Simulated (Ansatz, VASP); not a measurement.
One calculation of Bi, two programs

File INCAR:

```
PREC = Accurate
ENCUT = 600
EDIFF = 1E-6
ISMEAR = 0
SIGMA = 0.1
LREAL = F
LASPH = T
NELM = 100
ALGO = Fast
ISIF = 3
LWAVE = F
LCHARG = F
GGA = PE
IBRION = 2
NSW = 100
EDIFFG = -0.01
```

KPOINTS

```
regular mesh
0
Gamma
  10 10 10
```

Contents of POSCAR:

```
Bi
1.0
    4.8066129648      0.0000000000      0.0000000000
    0.0000000000      4.8066129648      0.0000000000
    0.0000000000      0.0000000000      4.8066129648
Bi
3
Direct
    0.0000000000      0.5000000000      0.5000000000
    0.5000000000      0.0000000000      0.5000000000
    0.5000000000      0.5000000000      0.0000000000
```

Input for Ansatz:

```yaml
crystal:
  lattice:
    - [4.8066129648, 0.0, 0.0]
    - [0.0, 4.8066129648, 0.0]
    - [0.0, 0.0, 4.8066129648]
  atoms:
    - { symbol: Bi, position: [0.0, 0.5, 0.5] }
    - { symbol: Bi, position: [0.5, 0.0, 0.5] }
    - { symbol: Bi, position: [0.5, 0.5, 0.0] }
basis:
  ecutwfc: 420
kpoints:
  mp_grid: { grid: [10, 10, 10] }
hamiltonian:
  xc: pbe
scf:
  occupations: { method: gaussian, width: 0.1 }
output:
  forces: true
  stress: true
  eigenvalues: true
relax:
  adjacent_minimum: "off"
  f_tol: 0.01
  max_steps: 80
  cell: { stress_tol: 0.05 }
```

Alike in both runs: task relaxation of cell and atoms; functional PBE; k mesh 10 × 10 × 10; occupations gaussian, width 0.1 eV; no spin polarisation.

|  | VASP | Ansatz |
| --- | --- | --- |
| version | VASP 6.6.1 | Ansatz 0.2.0 |
| potentials or method | VASP PAW PBE potentials, release 64 (Bi_d), cutoff 600 eV | scalar-relativistic, plane waves, PAW |
| valence electrons in the cell | 45 | 45 |

|  | VASP | Ansatz | Ansatz less VASP |
| --- | --- | --- | --- |
| gap on the k mesh at the Fermi level, each at its own relaxed structure (eV) | none | none | - |
| relaxed volume (Å³/atom) | 36.94 | 36.91 | -0.024 |
| relaxed cell length with the largest relative difference (Å) | 4.803 | 4.802 | -0.0010 |

A gap of «none» marks a metal or a gap that the smearing closes.

Spin-orbit coupling is off throughout.
